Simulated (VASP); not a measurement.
# Sn: single point with LDA

Crystal: Sn.

```xyz
1
Lattice="-1.5228 1.5228 2.2585 1.5228 -1.5228 2.2585 1.5228 1.5228 -2.2585" Properties=species:S:1:pos:R:3 pbc="T T T"
Sn    0.0000    0.0000    0.0000
```

- Program: VASP 6.6.1
- Task: single point
- Functional: LDA
- Potentials or basis: VASP PAW LDA potentials, release 64 (Sn_d)
- Cutoff: 520 eV
- k mesh: 11 × 11 × 11
- Occupations: fermi-dirac, width 0.05 eV
- Spin: no spin polarisation
- Dipole correction: no
- Further INCAR settings: ALGO = Normal; EDIFF = 1e-06; NBANDS = 13

```
Pressure               : 20.1 GPa
Band gap on the k mesh : zero (band 7 reaches 21.32 eV, above the bottom of band 8 at 8.77 eV)
```

Levels at points of the mesh, in eV from the Fermi level:
| k point | band 5 | band 6 | band 7 | band 8 | band 9 | band 10 |
| --- | --- | --- | --- | --- | --- | --- |
| (0.00, 0.00, 0.00) | -21.50 | -13.33 | 9.86 | 9.86 | 10.00 | 10.89 |

Wall time 25 s on 1 thread of Intel(R) Xeon(R) Platinum 8375C CPU @ 2.90GHz (Ice Lake) (shared host), peak memory 0.16 GiB.

Caveat: spin-orbit coupling is left out, which moves the levels of the heavy elements.
